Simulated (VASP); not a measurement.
Input of a VASP 6.6.1 run:

The input INCAR:

```
ALGO = Normal ; EDIFF = 1E-7
ENCUT = 520 ; GGA = PE
ISIF = 2 ; ISMEAR = 0
LASPH = T ; LCHARG = T
LELF = T ; LREAL = F
LVHAR = T ; LWAVE = F
NBANDS = 45 ; NELM = 60
PREC = Accurate ; SIGMA = 0.1
```

Contents of KPOINTS:

```
k-points
0
Gamma
  6 6 6
```

POSCAR

```
LiNbO3
1.0
    2.5758000000      1.4871388234      4.6230000000
   -2.5758000000      1.4871388234      4.6230000000
    0.0000000000     -2.9742776468      4.6230000000
Li Nb O
2 2 6
Direct
    0.2815000000      0.2815000000      0.2815000000
    0.7815000000      0.7815000000      0.7815000000
    0.0000550000      0.0000550000      0.0000550000
    0.5000550000      0.5000550000      0.5000550000
    0.1123100000      0.3583600000      0.7195900000
    0.7195900000      0.1123100000      0.3583600000
    0.3583600000      0.7195900000      0.1123100000
    0.2195900000      0.8583600000      0.6123100000
    0.8583600000      0.6123100000      0.2195900000
    0.6123100000      0.2195900000      0.8583600000
```

Potentials or basis: VASP PAW PBE potentials, release 64 (Li_sv, Nb_sv, O).

Launch:

```bash
$ cat potpaw_PBE.64/Li_sv/POTCAR potpaw_PBE.64/Nb_sv/POTCAR potpaw_PBE.64/O/POTCAR > POTCAR
$ mpirun -np 1 vasp_std > vasp.out
```

**Question.** What does it give for the band gap on the k mesh?

**Answer.** 3.60 eV (least direct gap 3.61 eV).

**Question.** Predict the largest force.

**Answer.** 0.196 eV/Å.

Forces on the atoms (eV/Å):
```
Li   0.000  0.000  0.008
Li   0.000  0.000  0.008
Nb   0.000  0.000 -0.113
Nb   0.000  0.000 -0.113
O   -0.178  0.075  0.035
O    0.024 -0.191  0.035
O    0.154  0.117  0.035
O   -0.154  0.117  0.035
O    0.178  0.075  0.035
O   -0.024 -0.191  0.035
```

 A hybrid or GW would open this gap; PBE tends to underestimate it.
